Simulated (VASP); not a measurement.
A run of VASP 6.6.1 is set up as follows.

Contents of POSCAR:

```
MgI2
1.0
    0.0000000000      3.7557205859      3.7181633801
    3.7557205859      0.0000000000      3.7181633801
    3.7557205859      3.7557205859      0.0000000000
Mg I
1 2
Direct
    0.0000000000      0.0000000000      0.0000000000
    0.2500000000      0.2500000000      0.2500000000
    0.7500000000      0.7500000000      0.7500000000
```

The input INCAR.step1:

```
SYSTEM = MgI2
  PREC = Accurate
  ENCUT = 520
  ISMEAR = 0
  SIGMA = 0.01
  LREAL = .FALSE.
  LASPH = .TRUE.
  NELM = 60
  NBANDS = 15
  GGA = PE
  ALGO = Normal
  EDIFF = 1E-4
  LWAVE = .TRUE.
  LCHARG = .FALSE.
```

Contents of INCAR.step2:

```
SYSTEM = MgI2
  PREC = Accurate
  ENCUT = 520
  EDIFF = 1E-6
  ISMEAR = 0
  SIGMA = 0.01
  LREAL = .FALSE.
  LASPH = .TRUE.
  NELM = 60
  ALGO = Normal
  ISIF = 2
  LWAVE = .FALSE.
  LCHARG = .FALSE.
  METAGGA = R2SCAN
  LMIXTAU = .TRUE.
  NBANDS = 15
  ISTART = 1
```

The input KPOINTS:

```
regular mesh
0
G
  6 6 6
  0 0 0
```

Potentials or basis: VASP PAW PBE potentials, release 64 (Mg, I).

Command:

```console
$ cat potpaw_PBE.64/Mg/POTCAR potpaw_PBE.64/I/POTCAR > POTCAR
$ cp INCAR.step1 INCAR
$ mpirun -np 1 vasp_std > vasp.out
$ cp INCAR.step2 INCAR
$ mpirun -np 1 vasp_std > vasp.out
```

Problem. What does it give for the pressure?

Solution. 0.2 GPa.

Problem. What does it give for the band gap on the k mesh?

Solution. 1.26 eV, indirect (least direct gap 1.38 eV).

Stress tensor (GPa, compression positive):
```
-0.12  0.00  0.00
 0.00 -0.12  0.00
 0.00  0.00  0.86
```

Caveat: the cell differs from its parent crystal (uniaxial z strain -1.0%); the PAW data sets were made with another functional, which shifts forces and pressure a little; spin-orbit coupling is left out, which moves the levels of the heavy elements. A k mesh can miss the band edges.
